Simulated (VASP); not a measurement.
# MgB2 (P6/mmm) in VASP: further runs

Runs on MgB2. Level: PBE. Tasks: relaxation of cell and atoms, single point.

Program: VASP 6.6.1. These are calculated values, not measurements. Logs are shortened: lines on timing, memory, paths and dates and some standing lists are left out, and cuts for length are marked.

## 1. The cell of the first run

It takes space group P6/mmm (No. 191, hexagonal). Conventional cell: a = 3.085 Å, b = 3.085 Å, c = 3.523 Å, α = 90.00°, β = 90.00°, γ = 120.00°. Within 3.3 Å of Mg (site symmetry 6/mmm) lie 12 B at 2.51 Å and 6 Mg at 3.08 to 3.09 Å. Within 2.4 Å of B (site symmetry -6m2) lie 3 B at 1.78 Å.

## 2. Relaxation of cell and atoms, PBE, target pressure 5 GPa, at which the enthalpy is minimised

Input file INCAR:

```
PREC     = Accurate       # precision mode
ENCUT    = 600            # plane-wave cutoff, eV
EDIFF    = 1E-6           # SCF threshold, eV
ISMEAR   = -1             # smearing method
SIGMA    = 0.05           # smearing width, eV
LREAL    = False          # projectors in reciprocal space
LASPH    = True           # aspherical terms in the spheres
NELM     = 60             # most SCF steps
ALGO     = Normal         # electronic algorithm
ISIF     = 3              # what is computed and relaxed
LWAVE    = False          # write WAVECAR
LCHARG   = False          # write CHGCAR
GGA      = PE             # functional
IBRION   = 2              # ionic algorithm
NSW      = 60             # ionic steps
EDIFFG   = -0.01          # ionic threshold
PSTRESS  = 50.0
```

Input file KPOINTS:

```
Automatic mesh
0
Gamma
  10 10 8
```

Input file POSCAR:

```
MgB2
1.0
    3.0850000000      0.0000000000      0.0000000000
   -1.5425000000      2.6716883707      0.0000000000
    0.0000000000      0.0000000000      3.5230000000
Mg B
1 2
Direct
    0.0000000000      0.0000000000      0.0000000000
    0.6666666667      0.3333333333      0.5000000000
    0.3333333333      0.6666666667      0.5000000000
```

Potentials or basis: VASP PAW PBE potentials, release 64 (Mg, B).

On the command line:

```bash
cat potpaw_PBE.64/Mg/POTCAR potpaw_PBE.64/B/POTCAR > POTCAR
mpirun -np 1 vasp_std > vasp.out
```

OUTCAR:

```text
PREC = Accurate
   ENCUT = 600
   EDIFF = 1E-6
   ISMEAR = -1
   LREAL = False
   LASPH = True
   NELM = 60
   ISIF = 3
   GGA = PE
   IBRION = 2
   NSW = 60
   EDIFFG = -0.01
   PSTRESS = 50.0

 ion  position               nearest neighbor table
   1  0.000  0.000  0.000-   2 2.51   3 2.51   2 2.51   3 2.51   2 2.51   2 2.51   3 2.51   3 2.51
                             2 2.51   2 2.51   3 2.51   3 2.51
   2  0.667  0.333  0.500-   3 1.78   3 1.78   3 1.78   1 2.51   1 2.51   1 2.51   1 2.51   1 2.51
                             1 2.51
   3  0.333  0.667  0.500-   2 1.78   2 1.78   2 1.78   1 2.51   1 2.51   1 2.51   1 2.51   1 2.51
                             1 2.51

  LATTYP: Found a hexagonal cell.
 ALAT       =     3.0850000000
 C/A-ratio  =     1.1419773096

  Lattice vectors:

 A1 = (   3.0850000000,   0.0000000000,   0.0000000000)
 A2 = (  -1.5425000000,   2.6716883707,   0.0000000000)
 A3 = (   0.0000000000,   0.0000000000,   3.5230000000)

Analysis of symmetry for initial positions (statically):
=====================================================================
 Subroutine PRICEL returns:
 Original cell was already a primitive cell.

 Routine SETGRP: Setting up the symmetry group for a
 hexagonal supercell.

 Subroutine GETGRP returns: Found 24 space group operations
 (whereof 24 operations were pure point group operations)
 out of a pool of 24 trial point group operations.

The static configuration has the point symmetry D_6h.

Analysis of symmetry for dynamics (positions and initial velocities):
=====================================================================
 Subroutine PRICEL returns:
 Original cell was already a primitive cell.

 Routine SETGRP: Setting up the symmetry group for a
 hexagonal supercell.

 Subroutine GETGRP returns: Found 24 space group operations
 (whereof 24 operations were pure point group operations)
 out of a pool of 24 trial point group operations.

The dynamic configuration has the point symmetry D_6h.

 Subroutine INISYM returns: Found 24 space group operations
 (whereof 24 operations are pure point group operations),
 and found     1 'primitive' translations

----------------------------------------------------------------------------------------

                                     Primitive cell

  volume of cell :      29.0371

  direct lattice vectors                    reciprocal lattice vectors
     3.085000000  0.000000000  0.000000000     0.324149109  0.187147575  0.000000000
    -1.542500000  2.671688371  0.000000000     0.000000000  0.374295150  0.000000000
     0.000000000  0.000000000  3.523000000     0.000000000  0.000000000  0.283848992

  length of vectors
     3.085000000  3.085000000  3.523000000     0.374295150  0.374295150  0.283848992

  position of ions in fractional coordinates (direct lattice)
     0.000000000  0.000000000  0.000000000
     0.666666667  0.333333333  0.500000000
     0.333333333  0.666666667  0.500000000

  ion indices of the primitive-cell ions
   primitive index   ion index
                 1           1
                 2           2
                 3           3

----------------------------------------------------------------------------------------

 KPOINTS: Automatic mesh

Automatic generation of k-mesh.
 Grid dimensions read from file:
 generate k-points for:   10   10    8

 Generating k-lattice:

  Cartesian coordinates                     Fractional coordinates (reciprocal lattice)
     0.032414911  0.018714758  0.000000000     0.100000000  0.000000000  0.000000000
     0.000000000  0.037429515  0.000000000     0.000000000  0.100000000  0.000000000
     0.000000000  0.000000000  0.035481124     0.000000000  0.000000000  0.125000000

  Length of vectors
     0.037429515  0.037429515  0.035481124

  Shift w.r.t. Gamma in fractional coordinates (k-lattice)
     0.000000000  0.000000000  0.000000000

 Subroutine IBZKPT returns following result:
 ===========================================

 Found     70 irreducible k-points:

 Following reciprocal coordinates:
            Coordinates               Weight
  0.000000  0.000000  0.000000      1.000000
  0.100000  0.000000  0.000000      6.000000
  0.200000  0.000000  0.000000      6.000000
  0.300000  0.000000  0.000000      6.000000
  0.400000  0.000000  0.000000      6.000000
  0.500000  0.000000  0.000000      3.000000
[... 16 lines left out ...]
  0.300000  0.100000  0.125000     24.000000
  0.400000  0.100000  0.125000     24.000000
 [... further k-points ...]
   k-points           NKPTS =     70   k-points in BZ     NKDIM =     70   number of bands    NBANDS=      8
   number of dos      NEDOS =    301   number of ions     NIONS =      3
   total plane-waves  NPLWV =  21952
   dimension x,y,z NGX =    28 NGY =   28 NGZ =   28
   dimension x,y,z NGXF=    56 NGYF=   56 NGZF=   56
   ions per type =               1   2
   NGX,Y,Z   is equivalent  to a cutoff of  15.09, 15.09, 13.21 a.u.
   NGXF,Y,Z  is equivalent  to a cutoff of  30.18, 30.18, 26.43 a.u.
 SYSTEM =  unknown system
   PREC   = accura    normal or accurate (medium, high low for compatibility)
   ISTART =      0    job   : 0-new  1-cont  2-samecut
   ICHARG =      2    charge: 1-file 2-atom 10-const
   ISPIN  =      1    spin polarized calculation?
   LNONCOLLINEAR =      F non collinear calculations
   LSORBIT =      F    spin-orbit coupling
   LASPH  =      T    aspherical Exc in radial PAW
   ENCUT  =  600.0 eV  44.10 Ry    6.64 a.u.   6.16  6.16  7.04*2*pi/ulx,y,z
   NELM   =     60;   NELMIN=  2; NELMDL= -5     # of ELM steps
   EDIFF  = 0.1E-05   stopping-criterion for ELM
   LREAL  =      F    real-space projection
   EDIFFG = -.1E-01   stopping-criterion for IOM
   NSW    =     60    number of steps for IOM
   IBRION =      2    ionic relax: 0-MD 1-quasi-New 2-CG
   NFREE  =      1    steps in history (QN), initial steepest desc. (CG)
   ISIF   =      3    stress and relaxation
   ISYM   =      2    0-nonsym 1-usesym 2-fastsym
   POTIM  = 0.5000    time-step for ionic-motion
   TEBEG  =    0.0;   TEEND  =   0.0 temperature during run
   PSTRESS=   50.0 pullay stress
   NELECT =       8.0000    total number of electrons
   NUPDOWN=      -1.0000    fix difference up-down
   EMIN   =  10.00;   EMAX   =-10.00  energy-range for DOS
   EFERMI =   0.00;   METHOD = LEGACY
   ISMEAR =    -1;   SIGMA  =   0.05  broadening in eV -4-tet -1-fermi 0-gaus
   EFERMI_NEDOS =   21; number of points for ismear=-14 and -15
   IALGO  =     38    algorithm
   IMIX   =      4    mixing-type and parameters
     AMIX     =   0.40;   BMIX     =  1.00
     AMIX_MAG =   1.60;   BMIX_MAG =  1.00
  volume/ion in A,a.u.               =       9.68        65.32
  Fermi-wavevector in a.u.,A,eV,Ry     =   1.065255  2.013040 15.439462  1.134768
  Thomas-Fermi vector in A             =   2.200801
   LORBIT       =      0    0 simple, 1 ext, 2 COOP (PROOUT), +10 PAW based schemes
   GGA     = PE    functional components
   LHFCALC =     F    Hartree Fock is set to
   AEXX    =    0.0000 exact exchange contribution
   IVDW    =     0    specifies the selected vdW correction
   LEPSILON=     F    determine dielectric tensor
   LRPA    =     F    only Hartree local field effects (RPA)
 conjugate gradient relaxation of ions
 non-spin polarized calculation
  energy-cutoff  :      600.00
  volume of cell :       29.04
 maximum number of plane-waves:       986
 NGX is ok and might be reduce to    28
   NGX = 13   NGY = 13   NGZ = 15

--------------------------------------- Ionic step        1  -------------------------------------------

 number of electron       8.0000000 magnetization

 Free energy of the ion-electron system (eV)
  ---------------------------------------------------
  ext. energy  EPLUGINS =         0.00000000
  ---------------------------------------------------
  free energy    TOTEN  =       -15.32546715 eV

  energy without entropy =      -15.31934133  energy(sigma->0) =      -15.32240424

------------------------ aborting loop because EDIFF is reached ----------------------------------------

  FORCE on cell =-STRESS in cart. coord.  units (eV):
  Direction    XX          YY          ZZ          XY          YZ          ZX
  --------------------------------------------------------------------------------------
  -------------------------------------------------------------------------------------
  Total       -0.2043495     -0.2043495     -0.2319507      0.0000000      0.0000000      0.0000000
  in kB      -11.2753615    -11.2753615    -12.7983092      0.0000000      0.0000000      0.0000000
  external PRESSURE =     -61.7830107 kB  Pullay stress =      50.0000000 kB
[... 141 lines left out ...]
  enthalpy is  TOTEN    =       -14.4425118352 eV   P V=        0.8703350715

--------------------------------------- Ionic step        5  -------------------------------------------

 number of electron       8.0000000 magnetization

 Free energy of the ion-electron system (eV)
  ---------------------------------------------------
  ext. energy  EPLUGINS =         0.00000000
  ---------------------------------------------------
  free energy    TOTEN  =       -15.31225586 eV

  energy without entropy =      -15.30647489  energy(sigma->0) =      -15.30936537

 E-fermi :   5.6079     XC(G=0): -11.0766

 val. band max:        5.5801914750   @ k =   0.4000   0.2000   0.1250
 cond. band min:       5.6744741102   @ k =   0.3000   0.2000   0.0000
 fundamental gap:      0.0942826352
 Fermi energy:         5.6079155997

 k-point     1 :       0.0000    0.0000    0.0000
  band No.  band energies     occupation
      1      -7.0958      2.00000
      2       2.6532      2.00000
      3       5.9015      0.00562
      4       5.9015      0.00562
      5       7.4854      0.00000
      6      11.9334      0.00000
      7      11.9334      0.00000
      8      13.9063      0.00000
[... 243 lines left out ...]
 k-point    24 :       0.4000    0.1000    0.1250
  band No.  band energies     occupation
      1      -3.4077      2.00000
      2      -1.6343      2.00000
      3       2.6485      2.00000
      4       4.9207      2.00000
      5       7.8589      0.00000
      6      10.8726      0.00000
      7      12.2707      0.00000
      8      14.2467      0.00000

 [... further k-points ...]

------------------------ aborting loop because EDIFF is reached ----------------------------------------

  FORCE on cell =-STRESS in cart. coord.  units (eV):
  Direction    XX          YY          ZZ          XY          YZ          ZX
  --------------------------------------------------------------------------------------
  -------------------------------------------------------------------------------------
  Total        0.8731133      0.8731133      0.8687153     -0.0000000      0.0000000      0.0000000
  in kB       50.2060507     50.2060507     49.9531593     -0.0000000      0.0000000      0.0000000
  external PRESSURE =       0.1217536 kB  Pullay stress =      50.0000000 kB
[... 18 lines left out ...]
  FREE ENERGIE OF THE ION-ELECTRON SYSTEM (eV)
  ---------------------------------------------------
  free  energy   TOTEN  =       -15.3122558591 eV

  energy  without entropy=      -15.3064748854  energy(sigma->0) =      -15.30936537

  enthalpy is  TOTEN    =       -14.4427259379 eV   P V=        0.8695299212

 reached required accuracy - stopping structural energy minimisation
```

Run time: 29 s. Hardware: 1 thread of Intel Xeon Platinum 8559C (Emerald Rapids), shared host; peak memory 0.18 GiB.

What came out:

```
Free energy                                                : -15.3123 eV
Relaxed volume                                             : 9.29 Å³/atom
Relaxed cell                                               : a = 3.054 Å, b = 3.054 Å, c = 3.450 Å, α = 90.00°, β = 90.00°, γ = 120.00°
Space group after relaxing (to 0.1 Å)                      : P6/mmm (No. 191)
Energy change on relaxing (the run minimises the enthalpy) : +4.4 meV/atom
Ionic steps                                                : 5
Pressure after relaxing                                    : 5.0 GPa
Band gap on the k mesh                                     : zero (bands 4 and 5 overlap by 2.61 eV)
```

Step by step:
```csv
step,energy change (eV),largest force (eV/Å),pressure (GPa),volume (Å³)
1,0.0000,0.0000,-1.18,29.04
2,0.0298,0.0000,7.78,27.50
3,0.0126,0.0000,5.02,27.93
4,0.0126,0.0000,5.02,27.89
5,0.0132,0.0000,5.01,27.86
```

Final structure:
```
Mg B
1.0
     3.05363    0.00000    0.00000
    -1.52682    2.64452    0.00000
     0.00000    0.00000    3.45033
Mg B
1 2
Direct
  0.00000 0.00000 0.00000
  0.66667 0.33333 0.50000
  0.33333 0.66667 0.50000
```

Caveat: the cell is relaxed towards a set pressure, so the run minimises the enthalpy, not the energy.

## 3. Relaxation of cell and atoms, PBE, target pressure 10 GPa, at which the enthalpy is minimised

Input file INCAR:

```
SYSTEM = MgB2
ALGO = Normal
EDIFF = 1E-6
EDIFFG = -0.01
ENCUT = 600
GGA = PE
IBRION = 2
ISIF = 3
ISMEAR = -1
LASPH = .True.
LCHARG = .False.
LREAL = .False.
LWAVE = .False.
NELM = 100
NSW = 60
PREC = Accurate
PSTRESS = 100.0
SIGMA = 0.05
```

Input file KPOINTS:

```
k-points
0
Gamma
  10 10 8
  0 0 0
```

POSCAR is that of step 2.

Potentials or basis: VASP PAW PBE potentials, release 64 (Mg, B).

On the command line:

```bash
cat potpaw_PBE.64/Mg/POTCAR potpaw_PBE.64/B/POTCAR > POTCAR
mpirun -np 1 vasp_std > vasp.out
```

OUTCAR:

```text
SYSTEM = MgB2
   EDIFF = 1E-6
   EDIFFG = -0.01
   ENCUT = 600
   GGA = PE
   IBRION = 2
   ISIF = 3
   ISMEAR = -1
   LASPH = .True.
   LREAL = .False.
   NELM = 100
   NSW = 60
   PREC = Accurate
   PSTRESS = 100.0

 ion  position               nearest neighbor table
   1  0.000  0.000  0.000-   2 2.51   3 2.51   2 2.51   3 2.51   2 2.51   2 2.51   3 2.51   3 2.51
                             2 2.51   2 2.51   3 2.51   3 2.51
   2  0.667  0.333  0.500-   3 1.78   3 1.78   3 1.78   1 2.51   1 2.51   1 2.51   1 2.51   1 2.51
                             1 2.51
   3  0.333  0.667  0.500-   2 1.78   2 1.78   2 1.78   1 2.51   1 2.51   1 2.51   1 2.51   1 2.51
                             1 2.51

  LATTYP: Found a hexagonal cell.
 ALAT       =     3.0850000000
 C/A-ratio  =     1.1419773096

  Lattice vectors:

[... 348 lines left out ...]

 val. band max:        5.8195470752   @ k =   0.4000   0.2000   0.1250
 cond. band min:       5.8862821827   @ k =   0.1000   0.0000   0.2500
 fundamental gap:      0.0667351075
 Fermi energy:         5.8241536963

 k-point     1 :       0.0000    0.0000    0.0000
  band No.  band energies     occupation
      1      -7.0585      2.00000
      2       2.8842      2.00000
      3       6.0980      0.00833
      4       6.0980      0.00833
      5       7.8854      0.00000
      6      12.2045      0.00000
      7      12.2045      0.00000
      8      14.3260      0.00000
[... 243 lines left out ...]
 k-point    24 :       0.4000    0.1000    0.1250
  band No.  band energies     occupation
      1      -3.3133      2.00000
      2      -1.5307      2.00000
      3       2.7940      2.00000
      4       5.1542      2.00000
      5       8.1362      0.00000
      6      11.1719      0.00000
      7      12.7578      0.00000
      8      14.7847      0.00000

 [... further k-points ...]

------------------------ aborting loop because EDIFF is reached ----------------------------------------

  FORCE on cell =-STRESS in cart. coord.  units (eV):
  Direction    XX          YY          ZZ          XY          YZ          ZX
  --------------------------------------------------------------------------------------
  -------------------------------------------------------------------------------------
  Total        1.6928608      1.6928608      1.6931335     -0.0000000     -0.0000000      0.0000000
  in kB      100.2350327    100.2350327    100.2511764     -0.0000000     -0.0000000      0.0000000
  external PRESSURE =       0.2404140 kB  Pullay stress =     100.0000000 kB
[... 22 lines left out ...]
  energy  without entropy=      -15.2692771868  energy(sigma->0) =      -15.27205386

  enthalpy is  TOTEN    =       -13.5859391654 eV   P V=        1.6888913633

 reached required accuracy - stopping structural energy minimisation
```

OSZICAR:

```text
N       E                     dE             d eps       ncg     rms          rms(c)
DAV:   1     0.807723710814E+01    0.80772E+01   -0.43204E+03  1192   0.952E+02
DAV:   2    -0.166750292411E+02   -0.24752E+02   -0.23872E+02  1664   0.121E+02
DAV:   3    -0.170035753542E+02   -0.32855E+00   -0.32721E+00  1432   0.161E+01
[... 33 lines left out ...]
DAV:   1    -0.152754280905E+02    0.12911E-02   -0.26624E-02  1480   0.127E+00    0.943E-02
DAV:   2    -0.152749154528E+02    0.51264E-03   -0.11321E-03  1536   0.223E-01    0.366E-02
DAV:   3    -0.152748320186E+02    0.83434E-04   -0.33598E-04  1248   0.104E-01    0.701E-03
DAV:   4    -0.152748306586E+02    0.13601E-05   -0.86475E-06  1352   0.253E-02    0.147E-03
DAV:   5    -0.152748305287E+02    0.12986E-06   -0.53051E-07   952   0.449E-03
   5 F= -.13585939E+02 E0= -.13583162E+02  d E =-.426060E-02
```

Wall time 32 s (1 thread of Intel Xeon Platinum 8559C (Emerald Rapids), shared host); peak memory 0.17 GiB.

Results:

| Quantity | Value |
| --- | --- |
| Free energy | -15.2748 eV |
| Relaxed volume | 9.02 Å³/atom |
| Relaxed cell | a = 3.031 Å, b = 3.031 Å, c = 3.401 Å, α = 90.00°, β = 90.00°, γ = 120.00° |
| Space group after relaxing (to 0.1 Å) | P6/mmm (No. 191) |
| Energy change on relaxing (the run minimises the enthalpy) | +16.9 meV/atom |
| Ionic steps | 5 |
| Pressure after relaxing | 10.0 GPa |
| Band gap on the k mesh | zero (bands 4 and 5 overlap by 2.72 eV) |

The path:
```csv
step,energy change (eV),largest force (eV/Å),pressure (GPa),volume (Å³)
1,0.0000,0.0000,-1.18,29.04
2,0.1203,0.0000,16.55,26.29
3,0.0482,0.0000,10.02,27.17
4,0.0487,0.0000,10.02,27.10
5,0.0506,0.0000,10.02,27.06
```

Final structure:
```
Mg B
1.0
     3.03083    0.00000    0.00000
    -1.51541    2.62477    0.00000
     0.00000    0.00000    3.40141
Mg B
1 2
Direct
  0.00000 0.00000 0.00000
  0.66667 0.33333 0.50000
  0.33333 0.66667 0.50000
```

Levels at points of the mesh, in eV from the Fermi level:
```tsv
k point	band 1	band 2	band 3	band 4	band 5	band 6	band 7	band 8
(0.00, 0.00, 0.00)	-12.88	-2.94	0.27	0.27	2.06	6.38	6.38	8.50
(0.50, 0.00, 0.00)	-8.84	-8.19	-2.36	0.25	3.30	3.86	5.85	7.88
(0.00, 0.00, 0.50)	-11.45	-7.77	0.72	0.72	6.71	6.71	8.11	11.00
(0.50, 0.00, 0.50)	-7.74	-7.18	-3.82	-2.04	-1.42	6.00	9.20	9.27
```

Caveat: the cell is relaxed towards a set pressure, so the run minimises the enthalpy, not the energy.

(Continued in part 2 of 2.)
